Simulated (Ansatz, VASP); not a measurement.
## MnO: VASP beside Ansatz

The input INCAR:

```
  PREC = Accurate
  ENCUT = 520
  EDIFF = 1E-6
  ISMEAR = -1
  SIGMA = 0.3
  LREAL = F
  LASPH = T
  NELM = 150
  ALGO = Normal
  ISIF = 2
  LWAVE = F
  LCHARG = F
  ISPIN = 2
  MAGMOM = 4 0
  LORBIT = 11
  LMAXMIX = 4
  NBANDS = 20
```

The input KPOINTS:

```
regular mesh
0
Gamma
  10 10 10
```

File POSCAR:

```
MnO
1.0
    0.0000000000      2.2947586967      2.2947586967
    2.2947586967      0.0000000000      2.2947586967
    2.2947586967      2.2947586967      0.0000000000
Mn O
1 1
Direct
    0.0000000000      0.0000000000      0.0000000000
    0.5000000000      0.5000000000      0.5000000000
```

Input for Ansatz:

```yaml
crystal:
  lattice:
    - [0.0, 2.294758696659504, 2.294758696659504]
    - [2.294758696659504, 0.0, 2.294758696659504]
    - [2.294758696659504, 2.294758696659504, 0.0]
  atoms:
    - { symbol: Mn, position: [0.0, 0.0, 0.0], spin: 4.0 }
    - { symbol: O, position: [0.5, 0.5, 0.5] }
basis:
  ecutwfc: 500.0
kpoints:
  mp_grid:
    grid: [10, 10, 10]
hamiltonian:
  xc: lda
magnetization:
  spin_polarized: true
scf:
  n_extra_bands: 4
  mixing:
    algorithm: anderson
    preconditioner: resta
  occupations:
    method: fermi_dirac
    width: 0.3
```

Alike in both runs: task single point; functional LDA; k mesh 10 × 10 × 10; occupations fermi-dirac, width 0.3 eV; collinear spin.

```csv
,VASP,Ansatz
version,VASP 6.6.1,Ansatz 0.2.0
potentials or method,"VASP PAW LDA potentials, release 64 (Mn_pv, O), cutoff 520 eV","plane waves, PAW"
valence electrons in the cell,19,21
```

|  | VASP | Ansatz | Ansatz less VASP |
| --- | --- | --- | --- |
| net moment per atom (μB) | 2.28 | 2.31 | +0.033 |
| size of the moment on the site where the two differ most (μB) | 4.14 | 3.98 | -0.162 |

LDA's correlation is that of Perdew and Zunger in VASP and of Perdew and Wang (1992) in Ansatz. Site moments also hang on the region over which each program counts them. VASP's potentials hold 19 valence electrons a cell and Ansatz's 21, so a difference there can come from the potentials and not from the codes. Ansatz's warnings: moment headroom below auto, stability check not made.
